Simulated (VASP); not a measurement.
# Hg in VASP: a series of runs, part 3 of 3

VASP 6.6.1.

**4. Relaxation of cell and atoms, PBE**

This run uses another cell than the first one, of 31.26 Å³/atom.

File INCAR:

```
SYSTEM = Hg
PREC = Accurate
ENCUT = 500
EDIFF = 1E-7
ISMEAR = -1
SIGMA = 0.0143
LREAL = .False.
LASPH = .True.
NELM = 120
ALGO = Normal
ISIF = 3
LWAVE = .False.
LCHARG = .False.
GGA = PE
IBRION = 2
NSW = 60
EDIFFG = -0.01
GGA_COMPAT = .False.
NELMIN = 4
```

File KPOINTS:

```
regular mesh
0
Gamma
  6 6 6
  0 0 0
```

File POSCAR:

```
Hg
1.0
    0.0000000000      2.5002000000      2.5002000000
    2.5002000000      0.0000000000      2.5002000000
    2.5002000000      2.5002000000      0.0000000000
Hg
1
Direct
    0.0000000000      0.0000000000      0.0000000000
```

Potentials or basis: VASP PAW PBE potentials, release 64 (Hg).

Launch:

```
$ cat potpaw_PBE.64/Hg/POTCAR > POTCAR
$ mpirun -np 1 vasp_std > vasp.out
```

OUTCAR:

```text
SYSTEM = Hg
   PREC = Accurate
   ENCUT = 500
   EDIFF = 1E-7
   ISMEAR = -1
   LREAL = .False.
   LASPH = .True.
   NELM = 120
   ISIF = 3
   GGA = PE
   IBRION = 2
   NSW = 60
   EDIFFG = -0.01
   NELMIN = 4

 ion  position               nearest neighbor table
   1  0.000  0.000  0.000-

  LATTYP: Found a face centered cubic cell.
 ALAT       =     5.0004000000

  Lattice vectors:

 A1 = (   0.0000000000,   2.5002000000,   2.5002000000)
 A2 = (   2.5002000000,   0.0000000000,   2.5002000000)
 A3 = (   2.5002000000,   2.5002000000,   0.0000000000)

Analysis of symmetry for initial positions (statically):
=====================================================================
 Subroutine PRICEL returns:
 Original cell was already a primitive cell.

 Routine SETGRP: Setting up the symmetry group for a
 face centered cubic supercell.

 Subroutine GETGRP returns: Found 48 space group operations
 (whereof 48 operations were pure point group operations)
 out of a pool of 48 trial point group operations.

The static configuration has the point symmetry O_h .

Analysis of symmetry for dynamics (positions and initial velocities):
=====================================================================
 Subroutine PRICEL returns:
 Original cell was already a primitive cell.

 Routine SETGRP: Setting up the symmetry group for a
 face centered cubic supercell.

 Subroutine GETGRP returns: Found 48 space group operations
 (whereof 48 operations were pure point group operations)
 out of a pool of 48 trial point group operations.

The dynamic configuration has the point symmetry O_h .

 Subroutine INISYM returns: Found 48 space group operations
 (whereof 48 operations are pure point group operations),
 and found     1 'primitive' translations

----------------------------------------------------------------------------------------

                                     Primitive cell

  volume of cell :      31.2575

  direct lattice vectors                    reciprocal lattice vectors
     0.000000000  2.500200000  2.500200000    -0.199984001  0.199984001  0.199984001
     2.500200000  0.000000000  2.500200000     0.199984001 -0.199984001  0.199984001
     2.500200000  2.500200000  0.000000000     0.199984001  0.199984001 -0.199984001

  length of vectors
     3.535816749  3.535816749  3.535816749     0.346382451  0.346382451  0.346382451

  position of ions in fractional coordinates (direct lattice)
     0.000000000  0.000000000  0.000000000

  ion indices of the primitive-cell ions
   primitive index   ion index
                 1           1

----------------------------------------------------------------------------------------

 KPOINTS: regular mesh

Automatic generation of k-mesh.
 Grid dimensions read from file:
 generate k-points for:    6    6    6

 Generating k-lattice:

  Cartesian coordinates                     Fractional coordinates (reciprocal lattice)
    -0.033330667  0.033330667  0.033330667     0.166666667  0.000000000  0.000000000
     0.033330667 -0.033330667  0.033330667     0.000000000  0.166666667  0.000000000
     0.033330667  0.033330667 -0.033330667     0.000000000  0.000000000  0.166666667

  Length of vectors
     0.057730408  0.057730408  0.057730408

  Shift w.r.t. Gamma in fractional coordinates (k-lattice)
     0.000000000  0.000000000  0.000000000

 Subroutine IBZKPT returns following result:
 ===========================================

 Found     16 irreducible k-points:

 Following reciprocal coordinates:
            Coordinates               Weight
  0.000000  0.000000  0.000000      1.000000
  0.166667  0.000000  0.000000      8.000000
  0.333333  0.000000  0.000000      8.000000
  0.500000  0.000000  0.000000      4.000000
  0.166667  0.166667  0.000000      6.000000
  0.333333  0.166667  0.000000     24.000000
[... 8 lines left out ...]
 -0.333333  0.333333  0.166667     24.000000
 -0.333333  0.500000  0.166667     12.000000
   k-points           NKPTS =     16   k-points in BZ     NKDIM =     16   number of bands    NBANDS=     10
   number of dos      NEDOS =    301   number of ions     NIONS =      1
   total plane-waves  NPLWV =  21952
   dimension x,y,z NGX =    28 NGY =   28 NGZ =   28
   dimension x,y,z NGXF=    56 NGYF=   56 NGZF=   56
   ions per type =               1
   NGX,Y,Z   is equivalent  to a cutoff of  13.16, 13.16, 13.16 a.u.
   NGXF,Y,Z  is equivalent  to a cutoff of  26.33, 26.33, 26.33 a.u.
 SYSTEM =  Hg
   PREC   = accura    normal or accurate (medium, high low for compatibility)
   ISTART =      0    job   : 0-new  1-cont  2-samecut
   ICHARG =      2    charge: 1-file 2-atom 10-const
   ISPIN  =      1    spin polarized calculation?
   LNONCOLLINEAR =      F non collinear calculations
   LSORBIT =      F    spin-orbit coupling
   LASPH  =      T    aspherical Exc in radial PAW
   ENCUT  =  500.0 eV  36.75 Ry    6.06 a.u.   6.45  6.45  6.45*2*pi/ulx,y,z
   NELM   =    120;   NELMIN=  4; NELMDL= -5     # of ELM steps
   EDIFF  = 0.1E-06   stopping-criterion for ELM
   LREAL  =      F    real-space projection
   EDIFFG = -.1E-01   stopping-criterion for IOM
   NSW    =     60    number of steps for IOM
   IBRION =      2    ionic relax: 0-MD 1-quasi-New 2-CG
   NFREE  =      1    steps in history (QN), initial steepest desc. (CG)
   ISIF   =      3    stress and relaxation
   ISYM   =      2    0-nonsym 1-usesym 2-fastsym
   POTIM  = 0.5000    time-step for ionic-motion
   TEBEG  =    0.0;   TEEND  =   0.0 temperature during run
   PSTRESS=    0.0 pullay stress
   NELECT =      12.0000    total number of electrons
   NUPDOWN=      -1.0000    fix difference up-down
   EMIN   =  10.00;   EMAX   =-10.00  energy-range for DOS
   EFERMI =   0.00;   METHOD = LEGACY
   ISMEAR =    -1;   SIGMA  =   0.01  broadening in eV -4-tet -1-fermi 0-gaus
   EFERMI_NEDOS =   21; number of points for ismear=-14 and -15
   IALGO  =     38    algorithm
   IMIX   =      4    mixing-type and parameters
     AMIX     =   0.40;   BMIX     =  1.00
     AMIX_MAG =   1.60;   BMIX_MAG =  1.00
  volume/ion in A,a.u.               =      31.26       210.94
  Fermi-wavevector in a.u.,A,eV,Ry     =   1.189827  2.248447 19.261609  1.415688
  Thomas-Fermi vector in A             =   2.325926
   LORBIT       =      0    0 simple, 1 ext, 2 COOP (PROOUT), +10 PAW based schemes
   GGA     = PE    functional components
   LHFCALC =     F    Hartree Fock is set to
   AEXX    =    0.0000 exact exchange contribution
   IVDW    =     0    specifies the selected vdW correction
   LEPSILON=     F    determine dielectric tensor
   LRPA    =     F    only Hartree local field effects (RPA)
 conjugate gradient relaxation of ions
 non-spin polarized calculation
  energy-cutoff  :      500.00
  volume of cell :       31.26
 maximum number of plane-waves:       821
 NGX is ok and might be reduce to    28
   NGX = 13   NGY = 13   NGZ = 13

--------------------------------------- Ionic step        1  -------------------------------------------

 number of electron      12.0000000 magnetization

 Free energy of the ion-electron system (eV)
  ---------------------------------------------------
  ext. energy  EPLUGINS =         0.00000000
  ---------------------------------------------------
  free energy    TOTEN  =        -0.16898084 eV

  energy without entropy =       -0.16792128  energy(sigma->0) =       -0.16845106

------------------------ aborting loop because EDIFF is reached ----------------------------------------

  FORCE on cell =-STRESS in cart. coord.  units (eV):
  Direction    XX          YY          ZZ          XY          YZ          ZX
  --------------------------------------------------------------------------------------
  -------------------------------------------------------------------------------------
  Total        0.0103278      0.0103278      0.0103278      0.0000000      0.0000000      0.0000000
  in kB        0.5293764      0.5293764      0.5293764      0.0000000      0.0000000      0.0000000
  external PRESSURE =       0.5293764 kB  Pullay stress =       0.0000000 kB
[... 127 lines left out ...]
--------------------------------------- Ionic step        5  -------------------------------------------

 number of electron      12.0000002 magnetization

 E-fermi :   0.1732     XC(G=0):  -9.1737

 val. band max:        0.0503847287   @ k =   0.5000   0.5000   0.0000
 cond. band min:       0.2804538939   @ k =   0.5000   0.0000   0.0000
 fundamental gap:      0.2300691652
 Fermi energy:         0.1732261526

 k-point     1 :       0.0000    0.0000    0.0000
  band No.  band energies     occupation
      1      -6.1619      2.00000
      2      -5.5322      2.00000
      3      -5.5322      2.00000
      4      -5.5322      2.00000
      5      -5.2086      2.00000
      6      -5.2086      2.00000
      7      12.6334      0.00000
      8      12.6334      0.00000
      9      12.6334      0.00000
     10      13.4930      0.00000
[... 227 lines left out ...]
--------------------------------------- Ionic step        6  -------------------------------------------

 number of electron      12.0000001 magnetization

 Free energy of the ion-electron system (eV)
  ---------------------------------------------------
  ext. energy  EPLUGINS =         0.00000000
  ---------------------------------------------------
  free energy    TOTEN  =        -0.17172365 eV

  energy without entropy =       -0.17172365  energy(sigma->0) =       -0.17172365

 E-fermi :  -0.0056     XC(G=0):  -8.9968

 val. band max:       -0.2356500089   @ k =  -0.3333   0.5000   0.1667
 cond. band min:       0.2059509879   @ k =   0.5000   0.0000   0.0000
 fundamental gap:      0.4416009969
 Fermi energy:        -0.0055848247

 k-point     1 :       0.0000    0.0000    0.0000
  band No.  band energies     occupation
      1      -6.1457      2.00000
      2      -5.6618      2.00000
      3      -5.6618      2.00000
      4      -5.6618      2.00000
      5      -5.3633      2.00000
      6      -5.3633      2.00000
      7      12.1422      0.00000
      8      12.1422      0.00000
      9      12.1422      0.00000
     10      13.2050      0.00000
[... 221 lines left out ...]
  FREE ENERGIE OF THE ION-ELECTRON SYSTEM (eV)
  ---------------------------------------------------
  free  energy   TOTEN  =        -0.1717236540 eV

  energy  without entropy=       -0.1717236474  energy(sigma->0) =       -0.17172365

 reached required accuracy - stopping structural energy minimisation
```

CONTCAR:

```text
Hg
   1.00000000000000
     0.0000000000000000    2.5575022900463047    2.5575022900463047
     2.5575022900463047    0.0000000000000000    2.5575022900463047
     2.5575022900463047    2.5575022900463047    0.0000000000000000
  Hg
     1
Direct
     1.0000000000000000    0.0000000000000000    1.0000000000000000

  0.00000000E+00  0.00000000E+00  0.00000000E+00
```

It took 38 s on 1 thread of Intel Xeon 8259CL, shared host; peak memory 0.16 GiB.

The run converged, but its numbers aren't listed here, since they failed a check.

Caveat: the k points lie up to 0.35 Å⁻¹ apart in the final cell; the mesh shows a gap though the element is a metal; spin-orbit coupling is left out, which moves the levels of the heavy elements.

**5. Single point, PBE, non-collinear spin, zero start, spin-orbit coupling**

File INCAR:

```
SYSTEM = Hg
PREC = Accurate
ENCUT = 500
EDIFF = 1E-6
ISMEAR = -1
SIGMA = 0.0143
LREAL = .False.
LASPH = .True.
NELM = 200
ALGO = Normal
ISIF = 2
LWAVE = .False.
LCHARG = .False.
MAGMOM = 0 0 0
LORBIT = 11
LSORBIT = .True.
GGA_COMPAT = .False.
LORBMOM = .True.
GGA = PE
NBANDS = 23
ISYM = -1
```

File KPOINTS:

```
Automatic mesh
0
Gamma
  6 6 6
  0.5 0.5 0.5
```

File POSCAR:

```
Hg
1.0
   -0.0031986954      2.4498165854      2.4498165854
    2.4498165854     -0.0031986954      2.4498165854
    2.4498165854      2.4498165854     -0.0031986954
Hg
1
Direct
    0.0000000000      0.0000000000      0.0000000000
```

Launch:

```
$ cat potpaw_PBE.64/Hg/POTCAR > POTCAR
$ mpirun -np 1 vasp_ncl > vasp.out
```

It took 8.3 min on 1 thread of Intel Xeon 8259CL, shared host; peak memory 0.37 GiB.

Results (log left out):

```
Free energy                                           : -0.3960 eV
Pressure                                              : 0.3 GPa
Net moment                                            : 0.00 μB per cell
Valence electrons inside the program's atomic spheres : Hg 10.42
```

Moments on the atoms (μB; x, y, z):
```
Hg  0.00 0.00 0.00
```

Caveat: the k points lie up to 0.37 Å⁻¹ apart.
